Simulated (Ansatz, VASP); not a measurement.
**Two plane-wave programs on Bi**

```
Bi
1.0
     3.49058    0.00000    0.00000
     0.00000    3.49058    0.00000
     0.00000    0.00000   23.40460
Bi
4
Direct
  0.25000 0.25000 0.35023
  0.75000 0.75000 0.44592
  0.25000 0.25000 0.55408
  0.75000 0.75000 0.64977
```

Alike in both runs: functional PBEsol; k mesh 11 × 11 × 1; occupations fermi-dirac, width 0.05 eV; no spin polarisation.

Ansatz relaxed the structure, and its values are those at the end. VASP's run is a single point on that final structure, the one shown.

|  | VASP | Ansatz |
| --- | --- | --- |
| version | VASP 6.6.1 | Ansatz 0.2.0 |
| potentials or method | VASP PAW PBE potentials, release 64 (Bi_d) | PAW with Ansatz's default frozen-core files, scalar-relativistic |
| plane-wave cutoff (eV) | 520 | 420 |
| valence electrons in the cell | 60 | 60 |

|  | VASP | Ansatz | Ansatz less VASP |
| --- | --- | --- | --- |
| rms of the force components (eV/Å) | 0.005 | 0.004 | -0.0010 |

VASP's potentials were made for PBE, not for PBEsol. Ansatz's warnings: stress scf threshold loose, xc potential rough in thin density.

Neither program's run includes spin-orbit coupling.
